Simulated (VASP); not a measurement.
# Be2CdO3 (P3m1) in VASP: a series of runs

The runs below take Be2CdO3 through single point, relaxation of cell and atoms, with PBE.

Everything below comes from runs of VASP 6.6.1. Logs are shortened: lines on timing, memory, paths and dates and some standing lists are left out, and cuts for length are marked.

**1. The cell of the first run**

The structure is trigonal, space group P3m1 (No. 156). The conventional cell has a = 2.942 Å, b = 2.942 Å, c = 7.765 Å, α = 90.00°, β = 90.00°, γ = 120.00°. Be (site symmetry 3m) has 4 O at 1.57 to 1.79 Å within 2.1 Å. Within 2.1 Å of Be (site symmetry 3m) lie 4 O at 1.60 to 1.78 Å. Cd (site symmetry 3m) has 4 O at 2.14 to 2.17 Å within 2.8 Å. Within 2.2 Å of O (site symmetry 3m) lie 1 Be at 1.57 Å and 3 Cd at 2.14 Å. Within 2.1 Å of O (site symmetry 3m) lie 4 Be at 1.60 to 1.79 Å. Within 2.4 Å of O (site symmetry 3m) lie 3 Be at 1.78 Å and 1 Cd at 2.17 Å.

**2. Single point, PBE**

Contents of INCAR:

```
  PREC = Accurate
  ENCUT = 700
  EDIFF = 1E-6
  ISMEAR = 0
  SIGMA = 0.1
  LREAL = F
  LASPH = T
  NELM = 120
  ALGO = Normal
  ISIF = 2
  LWAVE = F
  LCHARG = F
  GGA = PE
  NBANDS = 30
  GGA_COMPAT = F
```

Contents of KPOINTS:

```
regular mesh
0
Gamma
  6 6 2
```

Contents of POSCAR:

```
Be2CdO3
1.0
    2.9417862512      0.0000000000      0.0000000000
   -1.4708931256      2.5476616260      0.0000000000
    0.0000000000      0.0000000000      7.7648518532
Be Cd O
2 1 3
Direct
    0.6666666667      0.3333333333      0.6339301919
    0.3333333333      0.6666666667      0.3547158297
    0.0000000000      0.0000000000      0.0048023120
    0.6666666667      0.3333333333      0.8366170868
    0.3333333333      0.6666666667      0.5601931752
    0.0000000000      0.0000000000      0.2847414044
```

Potentials or basis: VASP PAW PBE potentials, release 64 (Be, Cd_sv_GW, O).

The run is started by

```console
> cat potpaw_PBE.64/Be/POTCAR potpaw_PBE.64/Cd_sv_GW/POTCAR potpaw_PBE.64/O/POTCAR > POTCAR
> mpirun -np 1 vasp_std > vasp.out
```

OUTCAR:

```text
PREC = Accurate
   ENCUT = 700
   EDIFF = 1E-6
   ISMEAR = 0
   LREAL = F
   LASPH = T
   NELM = 120
   ISIF = 2
   GGA = PE

 ion  position               nearest neighbor table
   1  0.667  0.333  0.634-   4 1.57   5 1.79   5 1.79   5 1.79
   2  0.333  0.667  0.355-   5 1.60   6 1.78   6 1.78   6 1.78
   3  0.000  0.000  0.005-   4 2.14   4 2.14   4 2.14   6 2.17
   4  0.667  0.333  0.837-   1 1.57   3 2.14   3 2.14   3 2.14
   5  0.333  0.667  0.560-   2 1.60   1 1.79   1 1.79   1 1.79
   6  0.000  0.000  0.285-   2 1.78   2 1.78   2 1.78   3 2.17

  LATTYP: Found a hexagonal cell.
 ALAT       =     2.9417862512
 C/A-ratio  =     2.6395023942

  Lattice vectors:

 A1 = (   2.9417862512,   0.0000000000,   0.0000000000)
 A2 = (  -1.4708931256,   2.5476616260,   0.0000000000)
 A3 = (   0.0000000000,   0.0000000000,   7.7648518532)

Analysis of symmetry for initial positions (statically):
=====================================================================
 Subroutine PRICEL returns:
 Original cell was already a primitive cell.

 Routine SETGRP: Setting up the symmetry group for a
 hexagonal supercell.

 Subroutine GETGRP returns: Found  6 space group operations
 (whereof  6 operations were pure point group operations)
 out of a pool of 24 trial point group operations.

The static configuration has the point symmetry C_3v.

Analysis of symmetry for dynamics (positions and initial velocities):
=====================================================================
 Subroutine PRICEL returns:
 Original cell was already a primitive cell.

 Routine SETGRP: Setting up the symmetry group for a
 hexagonal supercell.

 Subroutine GETGRP returns: Found  6 space group operations
 (whereof  6 operations were pure point group operations)
 out of a pool of 24 trial point group operations.

The dynamic configuration has the point symmetry C_3v.

 Subroutine INISYM returns: Found  6 space group operations
 (whereof  6 operations are pure point group operations),
 and found     1 'primitive' translations

----------------------------------------------------------------------------------------

                                     Primitive cell

  volume of cell :      58.1950

  direct lattice vectors                    reciprocal lattice vectors
     2.941786251  0.000000000  0.000000000     0.339929524  0.196258402  0.000000000
    -1.470893126  2.547661626  0.000000000     0.000000000  0.392516804  0.000000000
     0.000000000  0.000000000  7.764851853     0.000000000  0.000000000  0.128785458

  length of vectors
     2.941786251  2.941786251  7.764851853     0.392516804  0.392516804  0.128785458

  position of ions in fractional coordinates (direct lattice)
     0.666666667  0.333333333  0.633930192
     0.333333333  0.666666667  0.354715830
     0.000000000  0.000000000  0.004802312
     0.666666667  0.333333333  0.836617087
     0.333333333  0.666666667  0.560193175
     0.000000000  0.000000000  0.284741404

  ion indices of the primitive-cell ions
   primitive index   ion index
                 1           1
                 2           2
                 3           3
                 4           4
                 5           5
                 6           6

----------------------------------------------------------------------------------------

 KPOINTS: regular mesh

Automatic generation of k-mesh.
 Grid dimensions read from file:
 generate k-points for:    6    6    2

 Generating k-lattice:

  Cartesian coordinates                     Fractional coordinates (reciprocal lattice)
     0.056654921  0.032709734  0.000000000     0.166666667  0.000000000  0.000000000
     0.000000000  0.065419467  0.000000000     0.000000000  0.166666667  0.000000000
     0.000000000  0.000000000  0.064392729     0.000000000  0.000000000  0.500000000

  Length of vectors
     0.065419467  0.065419467  0.064392729

  Shift w.r.t. Gamma in fractional coordinates (k-lattice)
     0.000000000  0.000000000  0.000000000

 Subroutine IBZKPT returns following result:
 ===========================================

 Found     14 irreducible k-points:

 Following reciprocal coordinates:
            Coordinates               Weight
  0.000000  0.000000  0.000000      1.000000
  0.166667  0.000000  0.000000      6.000000
  0.333333  0.000000  0.000000      6.000000
  0.500000  0.000000  0.000000      3.000000
  0.166667  0.166667  0.000000      6.000000
  0.333333  0.166667  0.000000     12.000000
  0.333333  0.333333  0.000000      2.000000
  0.000000  0.000000  0.500000      1.000000
  0.166667  0.000000  0.500000      6.000000
  0.333333  0.000000  0.500000      6.000000
  0.500000  0.000000  0.500000      3.000000
  0.166667  0.166667  0.500000      6.000000
  0.333333  0.166667  0.500000     12.000000
  0.333333  0.333333  0.500000      2.000000
   k-points           NKPTS =     14   k-points in BZ     NKDIM =     14   number of bands    NBANDS=     30
   number of dos      NEDOS =    301   number of ions     NIONS =      6
   total plane-waves  NPLWV =  54880
   dimension x,y,z NGX =    28 NGY =   28 NGZ =   70
   dimension x,y,z NGXF=    56 NGYF=   56 NGZF=  140
   ions per type =               2   1   3
   NGX,Y,Z   is equivalent  to a cutoff of  15.82, 15.82, 14.99 a.u.
   NGXF,Y,Z  is equivalent  to a cutoff of  31.65, 31.65, 29.97 a.u.
 SYSTEM =  unknown system
   PREC   = accura    normal or accurate (medium, high low for compatibility)
   ISTART =      0    job   : 0-new  1-cont  2-samecut
   ICHARG =      2    charge: 1-file 2-atom 10-const
   ISPIN  =      1    spin polarized calculation?
   LNONCOLLINEAR =      F non collinear calculations
   LSORBIT =      F    spin-orbit coupling
   LASPH  =      T    aspherical Exc in radial PAW
   ENCUT  =  700.0 eV  51.45 Ry    7.17 a.u.   6.35  6.35 16.75*2*pi/ulx,y,z
   NELM   =    120;   NELMIN=  2; NELMDL= -5     # of ELM steps
   EDIFF  = 0.1E-05   stopping-criterion for ELM
   LREAL  =      F    real-space projection
   EDIFFG = 0.1E-04   stopping-criterion for IOM
   NSW    =      0    number of steps for IOM
   IBRION =     -1    ionic relax: 0-MD 1-quasi-New 2-CG
   NFREE  =      0    steps in history (QN), initial steepest desc. (CG)
   ISIF   =      2    stress and relaxation
   ISYM   =      2    0-nonsym 1-usesym 2-fastsym
   POTIM  = 0.5000    time-step for ionic-motion
   TEBEG  =    0.0;   TEEND  =   0.0 temperature during run
   PSTRESS=    0.0 pullay stress
   NELECT =      42.0000    total number of electrons
   NUPDOWN=      -1.0000    fix difference up-down
   EMIN   =  10.00;   EMAX   =-10.00  energy-range for DOS
   EFERMI =   0.00;   METHOD = LEGACY
   ISMEAR =     0;   SIGMA  =   0.10  broadening in eV -4-tet -1-fermi 0-gaus
   EFERMI_NEDOS =   21; number of points for ismear=-14 and -15
   IALGO  =     38    algorithm
   IMIX   =      4    mixing-type and parameters
     AMIX     =   0.40;   BMIX     =  1.00
     AMIX_MAG =   1.60;   BMIX_MAG =  1.00
  volume/ion in A,a.u.               =       9.70        65.45
  Fermi-wavevector in a.u.,A,eV,Ry     =   1.468462  2.774990 29.339322  2.156379
  Thomas-Fermi vector in A             =   2.583956
   LORBIT       =      0    0 simple, 1 ext, 2 COOP (PROOUT), +10 PAW based schemes
   GGA     = PE    functional components
   LHFCALC =     F    Hartree Fock is set to
   AEXX    =    0.0000 exact exchange contribution
   IVDW    =     0    specifies the selected vdW correction
   LEPSILON=     F    determine dielectric tensor
   LRPA    =     F    only Hartree local field effects (RPA)
 non-spin polarized calculation
 Gauss-broadening in eV      SIGMA  =   0.10
  energy-cutoff  :      700.00
  volume of cell :       58.20
 maximum number of plane-waves:      2464
 NGX is ok and might be reduce to    28
   NGX = 13   NGY = 13   NGZ = 33

 number of electron      41.9999998 magnetization

 Free energy of the ion-electron system (eV)
  ---------------------------------------------------
  ext. energy  EPLUGINS =         0.00000000
  ---------------------------------------------------
  free energy    TOTEN  =       -34.48427085 eV

  energy without entropy =      -34.48427085  energy(sigma->0) =      -34.48427085

 E-fermi :   4.7008     XC(G=0): -11.1081

 val. band max:        4.3113783456   @ k =   0.0000   0.0000   0.0000
 cond. band min:       5.0790923456   @ k =   0.0000   0.0000   0.0000
 fundamental gap:      0.7677140000
 Fermi energy:         4.7008096874

 k-point     1 :       0.0000    0.0000    0.0000
  band No.  band energies     occupation
      1     -97.1392      2.00000
      2     -58.2446      2.00000
      3     -58.2446      2.00000
      4     -58.0955      2.00000
      5     -14.4236      2.00000
      6     -13.5864      2.00000
[... 22 lines left out ...]
     29      16.8344      0.00000
     30      16.8344      0.00000

 k-point     2 :       0.1667    0.0000    0.0000
  band No.  band energies     occupation
      1     -97.1379      2.00000
      2     -58.2608      2.00000
      3     -58.2488      2.00000
      4     -58.0936      2.00000
      5     -14.2120      2.00000
      6     -13.4357      2.00000
[... 22 lines left out ...]
     29      17.4909      0.00000
     30      17.5746      0.00000

 k-point     3 :       0.3333    0.0000    0.0000
  band No.  band energies     occupation
      1     -97.1352      2.00000
      2     -58.2931      2.00000
      3     -58.2571      2.00000
      4     -58.0898      2.00000
      5     -13.7245      2.00000
      6     -13.1111      2.00000
[... 22 lines left out ...]
     29      17.3764      0.00000
     30      18.1915      0.00000

 k-point     4 :       0.5000    0.0000    0.0000
  band No.  band energies     occupation
      1     -97.1339      2.00000
      2     -58.3092      2.00000
      3     -58.2612      2.00000
      4     -58.0879      2.00000
      5     -13.4267      2.00000
      6     -12.9339      2.00000
[... 286 lines left out ...]
     29      17.0152      0.00000
     30      17.5478      0.00000

 k-point    13 :       0.3333    0.1667    0.5000
  band No.  band energies     occupation
      1     -97.1339      2.00000
      2     -58.3011      2.00000
      3     -58.2694      2.00000
      4     -58.0879      2.00000
      5     -13.4372      2.00000
      6     -12.9361      2.00000
[... 22 lines left out ...]
     29      17.1172      0.00000
     30      18.0147      0.00000

 k-point    14 :       0.3333    0.3333    0.5000
  band No.  band energies     occupation
      1     -97.1333      2.00000
      2     -58.2909      2.00000
      3     -58.2897      2.00000
      4     -58.0869      2.00000
      5     -13.2926      2.00000
      6     -12.8121      2.00000
[... 22 lines left out ...]
     29      16.7268      0.00000
     30      18.0150      0.00000

------------------------ aborting loop because EDIFF is reached ----------------------------------------

  FORCE on cell =-STRESS in cart. coord.  units (eV):
  Direction    XX          YY          ZZ          XY          YZ          ZX
  --------------------------------------------------------------------------------------
  -------------------------------------------------------------------------------------
  Total       -0.1174191     -0.1174191      0.0005384      0.0000000      0.0000000      0.0000000
  in kB       -3.2326836     -3.2326836      0.0148231      0.0000000      0.0000000      0.0000000
  external PRESSURE =      -2.1501814 kB  Pullay stress =       0.0000000 kB

 VOLUME and BASIS-vectors are now :
 -----------------------------------------------------------------------------
  energy-cutoff  :      700.00
  volume of cell :       58.20
      direct lattice vectors                 reciprocal lattice vectors
     2.941786251  0.000000000  0.000000000     0.339929524  0.196258402  0.000000000
    -1.470893126  2.547661626  0.000000000     0.000000000  0.392516804  0.000000000
     0.000000000  0.000000000  7.764851853     0.000000000  0.000000000  0.128785458

 POSITION                                       TOTAL-FORCE (eV/Angst)
 -----------------------------------------------------------------------------------
      1.47089      0.84922      4.92237        -0.000000     -0.000000      0.015739
     -0.00000      1.69844      2.75432         0.000000     -0.000000     -0.023891
      0.00000      0.00000      0.03729         0.000000     -0.000000     -0.049366
      1.47089      0.84922      6.49621         0.000000     -0.000000      0.015915
     -0.00000      1.69844      4.34982         0.000000      0.000000      0.001643
      0.00000      0.00000      2.21097        -0.000000      0.000000      0.039960
 -----------------------------------------------------------------------------------
    total drift:                                0.000000     -0.000000     -0.000182

  FREE ENERGIE OF THE ION-ELECTRON SYSTEM (eV)
  ---------------------------------------------------
  free  energy   TOTEN  =       -34.4842708533 eV

  energy  without entropy=      -34.4842708523  energy(sigma->0) =      -34.48427085
```

Run time: 50 s. Hardware: 1 thread of Intel Xeon Platinum 8259CL at 2.50GHz (Skylake/Cascade Lake), shared host; peak memory 0.25 GiB.

What came out:

| Property | Result |
| --- | --- |
| Free energy | -34.4843 eV |
| Pressure | -0.2 GPa |
| Largest force | 0.049 eV/Å |
| Band gap on the k mesh | 0.77 eV |

Forces on the atoms (eV/Å):
```
Be   0.000  0.000  0.016
Be   0.000  0.000 -0.024
Cd   0.000  0.000 -0.049
O    0.000  0.000  0.016
O    0.000  0.000  0.002
O    0.000  0.000  0.040
```

Levels at points of the mesh, in eV from the valence-band top:
| k point | band 17 | band 18 | band 19 | band 20 | band 21 | band 22 | band 23 | band 24 | band 25 | band 26 |
| --- | --- | --- | --- | --- | --- | --- | --- | --- | --- | --- |
| (0.00, 0.00, 0.00) | -1.60 | -1.53 | -1.53 | 0.00 | 0.00 | 0.77 | 5.89 | 6.67 | 9.57 | 11.80 |
| (0.50, 0.00, 0.00) | -2.98 | -2.67 | -2.25 | -2.24 | -0.53 | 3.77 | 5.40 | 7.37 | 8.96 | 11.20 |
| (0.00, 0.00, 0.50) | -2.26 | -1.49 | -1.49 | -0.02 | -0.02 | 1.35 | 5.20 | 7.55 | 9.00 | 11.80 |
| (0.50, 0.00, 0.50) | -3.36 | -2.91 | -2.38 | -1.95 | -0.46 | 4.10 | 5.29 | 6.74 | 9.53 | 11.04 |

Caveat: semilocal functionals underestimate gaps, and a narrow one can read as zero.

**3. Relaxation of cell and atoms, PBE**

This run uses another cell than the first one, of 10.40 Å³/atom.

Contents of INCAR:

```
SYSTEM = Be2CdO3
ALGO = Normal
EDIFF = 1E-7
EDIFFG = -0.08
ENCUT = 700
GGA = PE
GGA_COMPAT = .FALSE.
IBRION = 2
ISIF = 3
ISMEAR = 0
LASPH = .TRUE.
LCHARG = .FALSE.
LREAL = .FALSE.
LWAVE = .FALSE.
NELM = 120
NELMIN = 4
NSW = 36
PREC = Accurate
SIGMA = 0.15
```

Contents of KPOINTS:

```
k-points
0
G
  5 5 2
  0 0 0
```

Contents of POSCAR:

```
Be2CdO3
1.0
    2.9500000000      0.0000000000      0.0000000000
   -1.4750000000      2.5547749400      0.0000000000
    0.0000000000      0.0000000000      8.2800000000
Be Cd O
2 1 3
Direct
    0.6666666700      0.3333333300      0.6500000000
    0.3333333300      0.6666666700      0.3550000000
    0.0000000000      0.0000000000      0.0000000000
    0.6666666700      0.3333333300      0.8500000000
    0.3333333300      0.6666666700      0.5600000000
    0.0000000000      0.0000000000      0.2600000000
```

Potentials or basis: VASP PAW PBE potentials, release 64 (Be, Cd_sv_GW, O).

The run is started by

```console
> cat potpaw_PBE.64/Be/POTCAR potpaw_PBE.64/Cd_sv_GW/POTCAR potpaw_PBE.64/O/POTCAR > POTCAR
> mpirun -np 1 vasp_std > vasp.out
```

Wall time 5.1 min (1 thread of AMD EPYC 7R43 (Zen 3), shared host); peak memory 0.21 GiB.

The run converged. Its results:

| Quantity | Value |
| --- | --- |
| Free energy | -34.4888 eV |
| Relaxed volume | 9.70 Å³/atom |
| Relaxed cell | a = 2.943 Å, b = 2.943 Å, c = 7.758 Å, α = 90.00°, β = 90.00°, γ = 120.00° |
| Space group after relaxing (to 0.1 Å) | P3m1 (No. 156) |
| Energy gained by relaxing | 121.0 meV/atom |
| Ionic steps | 8 |
| Pressure after relaxing | -0.1 GPa |
| Largest force after relaxing | 0.053 eV/Å |
| Band gap on the k mesh | 0.77 eV |

Forces on the atoms (eV/Å):
```
Be   0.000  0.000  0.009
Be   0.000  0.000 -0.006
Cd   0.000  0.000  0.000
O    0.000  0.000 -0.025
O    0.000  0.000  0.053
O    0.000  0.000 -0.031
```

Stress tensor (GPa, compression positive):
```
-0.31  0.00  0.00
 0.00 -0.31  0.00
 0.00  0.00  0.24
```

The path:
```csv
step,energy change (eV),largest force (eV/Å),pressure (GPa),volume (Å³)
1,0.0000,2.4677,-7.37,62.40
2,-0.5058,2.7139,2.52,58.08
3,-0.5450,1.9741,-0.25,58.96
4,-0.7103,0.7149,1.89,57.76
5,-0.7112,0.6230,1.67,57.84
6,-0.7219,0.2376,-1.18,58.49
7,-0.7239,0.2039,-0.40,58.30
8,-0.7258,0.0530,-0.12,58.19
```

Final structure:
```cif
data_structure
_symmetry_space_group_name_H-M 'P 1'
_symmetry_Int_Tables_number 1
_cell_length_a 2.9428
_cell_length_b 2.9428
_cell_length_c 7.7584
_cell_angle_alpha 90.000
_cell_angle_beta 90.000
_cell_angle_gamma 120.000
_cell_volume 58.19
loop_
_atom_site_label
_atom_site_type_symbol
_atom_site_fract_x
_atom_site_fract_y
_atom_site_fract_z
_atom_site_occupancy
Be1 Be 0.66667 0.33333 0.63386 1
Be2 Be 0.33333 0.66667 0.35453 1
Cd1 Cd 0.00000 0.00000 0.00463 1
O1 O 0.66667 0.33333 0.83680 1
O2 O 0.33333 0.66667 0.55999 1
O3 O 0.00000 0.00000 0.28519 1
```

Levels at points of the mesh, in eV from the valence-band top:
```csv
k point,band 18,band 19,band 20,band 21,band 22,band 23,band 24,band 25
"(0.00, 0.00, 0.00)",-1.52,-1.52,0.00,0.00,0.77,5.90,6.68,9.57
"(0.00, 0.00, 0.50)",-1.48,-1.48,-0.02,-0.02,1.35,5.21,7.56,9.00
```

Caveat: the k points lie up to 0.49 Å⁻¹ apart in the final cell; semilocal functionals underestimate gaps, and a narrow one can read as zero; the relaxation stopped at a loose force limit of 0.08 eV/Å, so its end isn't a converged minimum.
